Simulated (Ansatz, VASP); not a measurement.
# Sn3S5 in VASP and in Ansatz

```
CELL_PARAMETERS angstrom
4.00307 2.31117 3.32799
-4.00307 2.31117 3.32799
0.00000 -4.62234 3.32799
ATOMIC_POSITIONS crystal
Sn 0.50000 0.50000 0.00000
Sn 0.00000 0.50000 0.50000
Sn 0.50000 0.00000 0.50000
S 0.00000 0.00000 0.50000
S 0.50000 0.00000 0.00000
S 0.00000 0.50000 0.00000
S 0.00000 0.00000 0.00000
S 0.50000 0.50000 0.50000
```

Alike in both runs: task relaxation of cell and atoms; functional PBE; k mesh 6 × 6 × 6; occupations gaussian, width 0.1 eV; no spin polarisation.

|  | VASP | Ansatz |
| --- | --- | --- |
| version | VASP 6.6.1 | Ansatz 0.2.0 |
| potentials or method | VASP PAW PBE potentials, release 64 (Sn_d, S), cutoff 600 eV | scalar-relativistic, plane waves, PAW |
| valence electrons in the cell | 72 | 72 |

VASP gave:

| Property | Result |
| --- | --- |
| gap on the k mesh at the Fermi level, each at its own relaxed structure (eV) | none |
| relaxed volume (Å³/atom) | 22.85 |
| relaxed length of the cell vector where the two differ most in proportion (Å) | 5.675 |

**Question.** What did Ansatz give for the same quantities?

**Answer.** gap on the k mesh at the Fermi level, each at its own relaxed structure (eV): none; relaxed volume (Å³/atom): 22.86; relaxed length of the cell vector where the two differ most in proportion (Å): 5.676.

A gap of «none» marks a metal or a gap that the smearing closes.
